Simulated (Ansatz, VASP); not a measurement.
## One calculation of BeS, two programs

```
Be S
1.0
     0.00000    1.80793    1.80793
     1.80793    0.00000    1.80793
     1.80793    1.80793    0.00000
Be S
1 1
Cartesian
  0.0000 0.0000 0.0000
  1.8079 1.8079 1.8079
```

Change from the starting cell: volume scaled by 0.5, LAPW.

Alike in both runs: task single point; functional LDA; k mesh 17 × 17 × 17; occupations fermi-dirac, width 0.08 eV; no spin polarisation.

|  | VASP | Ansatz |
| --- | --- | --- |
| version | VASP 6.6.1 | Ansatz 0.2.0 |
| potentials or method | VASP PAW LDA potentials, release 64 (Be, S), cutoff 600 eV | all-electron LAPW, scalar-relativistic |

|  | VASP | Ansatz | Ansatz less VASP |
| --- | --- | --- | --- |
| pressure (GPa) | 288.0 | 288.5 | +0.49 |

LDA's correlation is that of Perdew and Zunger in VASP and of Perdew and Wang (1992) in Ansatz. Both programs put the cell under a high pressure, so it lies far from rest at this level. Ansatz ran all-electron here, and VASP with PAW potentials.

Noted on VASP's run: the cell as given lies far from equilibrium.
